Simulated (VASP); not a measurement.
# SiO2 (Pbam) in VASP: single point with PBE

Aim: the single point of SiO2 with PBE.

Program: VASP 6.6.1. These are calculated values, not measurements. Logs are shortened: lines on timing, memory, paths and dates and some standing lists are left out, and cuts for length are marked.

## (1) The cell of the first run

The structure is orthorhombic, space group Pbam (No. 55). Conventional cell: a = 3.605 Å, b = 4.463 Å, c = 5.046 Å, α = 90.00°, β = 90.00°, γ = 90.00°. Si (site symmetry 2/m) has 12 O at 2.62 to 3.79 Å and 6 Si at 2.87 to 3.60 Å within 3.8 Å. Within 1.9 Å of O (site symmetry m) lie 1 O at 1.39 Å.

The cell was built from a structure type or drawn by symmetry, and may not be a known phase.

## (2) Single point, PBE

INCAR

```
PREC = Accurate
ENCUT = 910
EDIFF = 1E-6
ISMEAR = 0
SIGMA = 0.1
LREAL = False
LASPH = True
NELM = 120
ALGO = Normal
ISIF = 2
LWAVE = False
LCHARG = False
GGA = PE
NBANDS = 25
GGA_COMPAT = False
```

KPOINTS

```
Automatic mesh
0
Gamma
  6 4 4
```

POSCAR

```
SiO2
1.0
    3.6047399400      0.0000000000      0.0000000000
    0.0000000000      4.4626686600      0.0000000000
    0.0000000000      0.0000000000      5.0464479300
Si O
2 4
Direct
    0.0000000000      0.5000000000      0.5000000000
    0.5000000000      0.0000000000      0.5000000000
    0.1263478400      0.3817600600      0.0000000000
    0.8736521600      0.6182399400      0.0000000000
    0.3736521600      0.8817600600      0.0000000000
    0.6263478400      0.1182399400      0.0000000000
```

Potentials or basis: VASP PAW PBE potentials, release 64 (Si, O_h).

The run is started by

```bash
cat potpaw_PBE.64/Si/POTCAR potpaw_PBE.64/O_h/POTCAR > POTCAR
mpirun -np 1 vasp_std > vasp.out
```

OUTCAR:

```text
PREC = Accurate
   ENCUT = 910
   EDIFF = 1E-6
   ISMEAR = 0
   LREAL = False
   LASPH = True
   NELM = 120
   ISIF = 2
   GGA = PE

 ion  position               nearest neighbor table
   1  0.000  0.500  0.500-   2 2.87   2 2.87   2 2.87   2 2.87
   2  0.500  0.000  0.500-   1 2.87   1 2.87   1 2.87   1 2.87
   3  0.126  0.382  0.000-   4 1.39
   4  0.874  0.618  0.000-   3 1.39
   5  0.374  0.882  0.000-   6 1.39
   6  0.626  0.118  0.000-   5 1.39

  LATTYP: Found a simple orthorhombic cell.
 ALAT       =     3.6047399400
 B/A-ratio  =     1.2380001704
 C/A-ratio  =     1.3999478503

  Lattice vectors:

 A1 = (   3.6047399400,   0.0000000000,   0.0000000000)
 A2 = (   0.0000000000,   4.4626686600,   0.0000000000)
 A3 = (   0.0000000000,   0.0000000000,   5.0464479300)

Analysis of symmetry for initial positions (statically):
=====================================================================
 Subroutine PRICEL returns:
 Original cell was already a primitive cell.

 Routine SETGRP: Setting up the symmetry group for a
 simple orthorhombic supercell.

 Subroutine GETGRP returns: Found  8 space group operations
 (whereof  4 operations were pure point group operations)
 out of a pool of  8 trial point group operations.

The static configuration has the point symmetry C_2h.
 The point group associated with its full space group is D_2h.

Analysis of symmetry for dynamics (positions and initial velocities):
=====================================================================
 Subroutine PRICEL returns:
 Original cell was already a primitive cell.

 Routine SETGRP: Setting up the symmetry group for a
 simple orthorhombic supercell.

 Subroutine GETGRP returns: Found  8 space group operations
 (whereof  4 operations were pure point group operations)
 out of a pool of  8 trial point group operations.

The dynamic configuration has the point symmetry C_2h.
 The point group associated with its full space group is D_2h.

 Subroutine INISYM returns: Found  8 space group operations
 (whereof  4 operations are pure point group operations),
 and found     1 'primitive' translations

----------------------------------------------------------------------------------------

                                     Primitive cell

  volume of cell :      81.1810

  direct lattice vectors                    reciprocal lattice vectors
     3.604739940  0.000000000  0.000000000     0.277412523  0.000000000  0.000000000
     0.000000000  4.462668660  0.000000000     0.000000000  0.224081167  0.000000000
     0.000000000  0.000000000  5.046447930     0.000000000  0.000000000  0.198159183

  length of vectors
     3.604739940  4.462668660  5.046447930     0.277412523  0.224081167  0.198159183

  position of ions in fractional coordinates (direct lattice)
     0.000000000  0.500000000  0.500000000
     0.500000000  0.000000000  0.500000000
     0.126347840  0.381760060  0.000000000
     0.873652160  0.618239940  0.000000000
     0.373652160  0.881760060  0.000000000
     0.626347840  0.118239940  0.000000000

  ion indices of the primitive-cell ions
   primitive index   ion index
                 1           1
                 2           2
                 3           3
                 4           4
                 5           5
                 6           6

----------------------------------------------------------------------------------------

 KPOINTS: Automatic mesh

Automatic generation of k-mesh.
 Grid dimensions read from file:
 generate k-points for:    6    4    4

 Generating k-lattice:

  Cartesian coordinates                     Fractional coordinates (reciprocal lattice)
     0.046235420  0.000000000  0.000000000     0.166666667  0.000000000  0.000000000
     0.000000000  0.056020292  0.000000000     0.000000000  0.250000000  0.000000000
     0.000000000  0.000000000  0.049539796     0.000000000  0.000000000  0.250000000

  Length of vectors
     0.046235420  0.056020292  0.049539796

  Shift w.r.t. Gamma in fractional coordinates (k-lattice)
     0.000000000  0.000000000  0.000000000

 Subroutine IBZKPT returns following result:
 ===========================================

 Found     36 irreducible k-points:

 Following reciprocal coordinates:
            Coordinates               Weight
  0.000000  0.000000  0.000000      1.000000
  0.166667  0.000000  0.000000      2.000000
  0.333333  0.000000  0.000000      2.000000
  0.500000  0.000000  0.000000      1.000000
  0.000000  0.250000  0.000000      2.000000
  0.166667  0.250000  0.000000      4.000000
[... 16 lines left out ...]
  0.333333  0.500000  0.250000      4.000000
  0.500000  0.500000  0.250000      2.000000
 [... further k-points ...]
   k-points           NKPTS =     36   k-points in BZ     NKDIM =     36   number of bands    NBANDS=     25
   number of dos      NEDOS =    301   number of ions     NIONS =      6
   total plane-waves  NPLWV =  86400
   dimension x,y,z NGX =    36 NGY =   48 NGZ =   50
   dimension x,y,z NGXF=    72 NGYF=   96 NGZF=  100
   ions per type =               2   4
   NGX,Y,Z   is equivalent  to a cutoff of  16.60, 17.88, 16.47 a.u.
   NGXF,Y,Z  is equivalent  to a cutoff of  33.21, 35.76, 32.94 a.u.
 SYSTEM =  unknown system
   PREC   = accura    normal or accurate (medium, high low for compatibility)
   ISTART =      0    job   : 0-new  1-cont  2-samecut
   ICHARG =      2    charge: 1-file 2-atom 10-const
   ISPIN  =      1    spin polarized calculation?
   LNONCOLLINEAR =      F non collinear calculations
   LSORBIT =      F    spin-orbit coupling
   LASPH  =      T    aspherical Exc in radial PAW
   ENCUT  =  910.0 eV  66.88 Ry    8.18 a.u.   8.87 10.98 12.41*2*pi/ulx,y,z
   NELM   =    120;   NELMIN=  2; NELMDL= -5     # of ELM steps
   EDIFF  = 0.1E-05   stopping-criterion for ELM
   LREAL  =      F    real-space projection
   EDIFFG = 0.1E-04   stopping-criterion for IOM
   NSW    =      0    number of steps for IOM
   IBRION =     -1    ionic relax: 0-MD 1-quasi-New 2-CG
   NFREE  =      0    steps in history (QN), initial steepest desc. (CG)
   ISIF   =      2    stress and relaxation
   ISYM   =      2    0-nonsym 1-usesym 2-fastsym
   POTIM  = 0.5000    time-step for ionic-motion
   TEBEG  =    0.0;   TEEND  =   0.0 temperature during run
   PSTRESS=    0.0 pullay stress
   NELECT =      32.0000    total number of electrons
   NUPDOWN=      -1.0000    fix difference up-down
   EMIN   =  10.00;   EMAX   =-10.00  energy-range for DOS
   EFERMI =   0.00;   METHOD = LEGACY
   ISMEAR =     0;   SIGMA  =   0.10  broadening in eV -4-tet -1-fermi 0-gaus
   EFERMI_NEDOS =   21; number of points for ismear=-14 and -15
   IALGO  =     38    algorithm
   IMIX   =      4    mixing-type and parameters
     AMIX     =   0.40;   BMIX     =  1.00
     AMIX_MAG =   1.60;   BMIX_MAG =  1.00
  volume/ion in A,a.u.               =      13.53        91.31
  Fermi-wavevector in a.u.,A,eV,Ry     =   1.200347  2.268326 19.603712  1.440832
  Thomas-Fermi vector in A             =   2.336185
   LORBIT       =      0    0 simple, 1 ext, 2 COOP (PROOUT), +10 PAW based schemes
   GGA     = PE    functional components
   LHFCALC =     F    Hartree Fock is set to
   AEXX    =    0.0000 exact exchange contribution
   IVDW    =     0    specifies the selected vdW correction
   LEPSILON=     F    determine dielectric tensor
   LRPA    =     F    only Hartree local field effects (RPA)
 non-spin polarized calculation
 Gauss-broadening in eV      SIGMA  =   0.10
  energy-cutoff  :      910.00
  volume of cell :       81.18
 maximum number of plane-waves:      5092
 NGX is ok and might be reduce to    36
   NGX = 17   NGY = 21   NGZ = 25

 number of electron      32.0000007 magnetization

 Free energy of the ion-electron system (eV)
  ---------------------------------------------------
  ext. energy  EPLUGINS =         0.00000000
  ---------------------------------------------------
  free energy    TOTEN  =       -26.29056377 eV

  energy without entropy =      -26.26083712  energy(sigma->0) =      -26.27570044

 E-fermi :   4.1201     XC(G=0):  -9.9586

 val. band max:        4.1038509515   @ k =   0.5000   0.2500   0.5000
 cond. band min:       4.1349605428   @ k =   0.5000   0.0000   0.5000
 fundamental gap:      0.0311095912
 Fermi energy:         4.1200909249

 k-point     1 :       0.0000    0.0000    0.0000
  band No.  band energies     occupation
      1     -19.4020      2.00000
      2     -17.9741      2.00000
      3     -11.2384      2.00000
      4      -9.7131      2.00000
      5      -5.3169      2.00000
      6      -3.1646      2.00000
[... 17 lines left out ...]
     24      10.8948      0.00000
     25      11.2078      0.00000

 k-point     2 :       0.1667    0.0000    0.0000
  band No.  band energies     occupation
      1     -19.3013      2.00000
      2     -18.0584      2.00000
      3     -11.1498      2.00000
      4      -9.8689      2.00000
      5      -5.0556      2.00000
      6      -3.0040      2.00000
[... 17 lines left out ...]
     24      10.6738      0.00000
     25      10.7833      0.00000

 k-point     3 :       0.3333    0.0000    0.0000
  band No.  band energies     occupation
      1     -19.0268      2.00000
      2     -18.3019      2.00000
      3     -10.9120      2.00000
      4     -10.2156      2.00000
      5      -4.3725      2.00000
      6      -3.3158      2.00000
[... 17 lines left out ...]
     24      10.3408      0.00000
     25      12.4056      0.00000

 k-point     4 :       0.5000    0.0000    0.0000
  band No.  band energies     occupation
      1     -18.6570      2.00000
      2     -18.6570      2.00000
      3     -10.5852      2.00000
      4     -10.5852      2.00000
      5      -3.8818      2.00000
      6      -3.8818      2.00000
[... 17 lines left out ...]
     24      10.1539      0.00000
     25      12.5687      0.00000
[... 477 lines left out ...]
 k-point    22 :       0.1667    0.5000    0.2500
  band No.  band energies     occupation
      1     -18.7272      2.00000
      2     -18.7272      2.00000
      3     -10.4641      2.00000
      4     -10.4641      2.00000
      5      -4.0175      2.00000
      6      -4.0175      2.00000
[... 17 lines left out ...]
     24      10.1380      0.00000
     25      13.3097      0.00000

 k-point    23 :       0.3333    0.5000    0.2500
  band No.  band energies     occupation
      1     -18.6572      2.00000
      2     -18.6572      2.00000
      3     -10.7488      2.00000
      4     -10.7488      2.00000
      5      -3.4610      2.00000
      6      -3.4610      2.00000
[... 17 lines left out ...]
     24      10.5318      0.00000
     25      11.7356      0.00000

 k-point    24 :       0.5000    0.5000    0.2500
  band No.  band energies     occupation
      1     -18.6212      2.00000
      2     -18.6212      2.00000
      3     -10.8865      2.00000
      4     -10.8865      2.00000
      5      -3.0842      2.00000
      6      -3.0842      2.00000
[... 17 lines left out ...]
     24      10.7848      0.00000
     25      11.4384      0.00000

 [... further k-points ...]
[... 5 lines left out ...]
  --------------------------------------------------------------------------------------
  -------------------------------------------------------------------------------------
  Total        2.5813170     -1.9302951    -10.5994374      0.0000000      0.0000000      0.0000000
  in kB       50.9445282    -38.0960464   -209.1890835      0.0000000      0.0000000      0.0000000
  external PRESSURE =     -65.4468672 kB  Pullay stress =       0.0000000 kB

 VOLUME and BASIS-vectors are now :
 -----------------------------------------------------------------------------
  energy-cutoff  :      910.00
  volume of cell :       81.18
      direct lattice vectors                 reciprocal lattice vectors
     3.604739940  0.000000000  0.000000000     0.277412523  0.000000000  0.000000000
     0.000000000  4.462668660  0.000000000     0.000000000  0.224081167  0.000000000
     0.000000000  0.000000000  5.046447930     0.000000000  0.000000000  0.198159183

 POSITION                                       TOTAL-FORCE (eV/Angst)
 -----------------------------------------------------------------------------------
      0.00000      2.23133      2.52322        -0.000000     -0.000000      0.000000
      1.80237      0.00000      2.52322        -0.000000     -0.000000      0.000000
      0.45545      1.70367      0.00000        -1.421476      2.281860      0.000000
      3.14929      2.75900      0.00000         1.421476     -2.281860      0.000000
      1.34692      3.93500      0.00000         1.421476      2.281860      0.000000
      2.25782      0.52767      0.00000        -1.421476     -2.281860      0.000000
 -----------------------------------------------------------------------------------
    total drift:                                0.000000      0.000000      0.000000

  FREE ENERGIE OF THE ION-ELECTRON SYSTEM (eV)
  ---------------------------------------------------
  free  energy   TOTEN  =       -26.2905637663 eV

  energy  without entropy=      -26.2608371202  energy(sigma->0) =      -26.27570044
```

It took 1.8 min on 1 thread of Intel Xeon Platinum 8488C (Sapphire Rapids), shared host; peak memory 0.33 GiB.

What came out:

```yaml
Free_energy: -26.2906 eV
Pressure: -6.5 GPa
Largest_force: 2.688 eV/Å
Band_gap_on_the_k_mesh: zero (bands 16 and 17 overlap by 0.96 eV)
```

Forces on the atoms (eV/Å):
```
Si   0.000  0.000  0.000
Si   0.000  0.000  0.000
O   -1.421  2.282  0.000
O    1.421 -2.282  0.000
O    1.421  2.282  0.000
O   -1.421 -2.282  0.000
```

Levels at points of the mesh, in eV from the Fermi level:
| k point | band 12 | band 13 | band 14 | band 15 | band 16 | band 17 | band 18 | band 19 | band 20 | band 21 |
| --- | --- | --- | --- | --- | --- | --- | --- | --- | --- | --- |
| (0.00, 0.00, 0.00) | -3.27 | -2.56 | -2.19 | -1.37 | -0.33 | 0.52 | 1.26 | 2.08 | 4.71 | 5.12 |
| (0.50, 0.00, 0.00) | -2.98 | -0.99 | -0.99 | -0.02 | -0.02 | 0.34 | 0.34 | 1.00 | 1.00 | 3.65 |
| (0.00, 0.50, 0.00) | -3.22 | -0.70 | -0.70 | -0.69 | -0.69 | 2.14 | 2.14 | 3.19 | 3.19 | 3.20 |
| (0.50, 0.50, 0.00) | -5.01 | -3.23 | -3.23 | -1.25 | -1.25 | 0.19 | 0.19 | 3.88 | 3.88 | 6.44 |
| (0.00, 0.00, 0.50) | -3.17 | -2.62 | -1.57 | -1.01 | -0.43 | -0.04 | 1.28 | 1.36 | 3.56 | 4.46 |
| (0.50, 0.00, 0.50) | -2.97 | -1.43 | -1.43 | 0.01 | 0.01 | 0.51 | 0.51 | 1.49 | 1.49 | 1.70 |
| (0.00, 0.50, 0.50) | -3.22 | -0.83 | -0.83 | -0.70 | -0.70 | 0.89 | 0.89 | 2.24 | 2.24 | 3.63 |
| (0.50, 0.50, 0.50) | -4.05 | -3.40 | -3.40 | -0.15 | -0.15 | 0.19 | 0.19 | 1.89 | 1.89 | 6.21 |

Caveat: the cutoff is under 1.25 times the usual one of these potentials, so pressure, stress and relaxed cells hold a basis-set (Pulay) error; the cell stands under tension; forces of over 1 eV/Å act on the atoms, so gaps and moduli don't describe the material at rest.
